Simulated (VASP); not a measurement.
Write the native input for VASP 6.6.1 that does the following.

```yaml
Task: single point
Functional: PBE
Potentials_or_basis: VASP PAW PBE potentials, release 64 (Al, As)
Cutoff: 520 eV
k_mesh: 4 × 4 × 4
Occupations: gaussian, width 0.1 eV
Spin: no spin polarisation
Dipole_correction: no
Further_INCAR_settings: ALGO = Normal; EDIFF = 1e-06; NBANDS = 17
```

The structure of AlAs3 lies in POSCAR:

```
AlAs3
1.0
    4.2048512900      0.0000000000      0.0000000000
    0.0000000000      4.2048512900      0.0000000000
    0.0000000000      0.0000000000      4.2048512900
Al As
1 3
Direct
    0.0000000000      0.0000000000      0.0000000000
    0.5000000000      0.0000000000      0.5000000000
    0.0000000000      0.5000000000      0.5000000000
    0.5000000000      0.5000000000      0.0000000000
```

One way to write it, as run:

INCAR

```
SYSTEM = AlAs3
  PREC = Accurate
  ENCUT = 520
  EDIFF = 1E-6
  ISMEAR = 0
  SIGMA = 0.1
  LREAL = .False.
  LASPH = .True.
  NELM = 80
  ALGO = Normal
  ISIF = 2
  LWAVE = .False.
  LCHARG = .True.
  GGA = PE
  LELF = .True.
  LVHAR = .True.
  NBANDS = 17
```

KPOINTS

```
regular mesh
0
Gamma
  4 4 4
  0 0 0
```

Potentials or basis: VASP PAW PBE potentials, release 64 (Al, As).

Launch:

```console
$ cat potpaw_PBE.64/Al/POTCAR potpaw_PBE.64/As/POTCAR > POTCAR
$ mpirun -np 1 vasp_std > vasp.out
```

It gave:

```json
{
 "Pressure": "2.8 GPa",
 "Band gap on the k mesh": "zero (band 9 reaches 11.08 eV, above the bottom of band 10 at 5.17 eV)"
}
```

Caveat: the k points lie up to 0.37 Å⁻¹ apart.

Wall time 11 s on 1 thread of Intel(R) Xeon(R) Platinum 8488C (Sapphire Rapids) (shared host), peak memory 0.17 GiB.
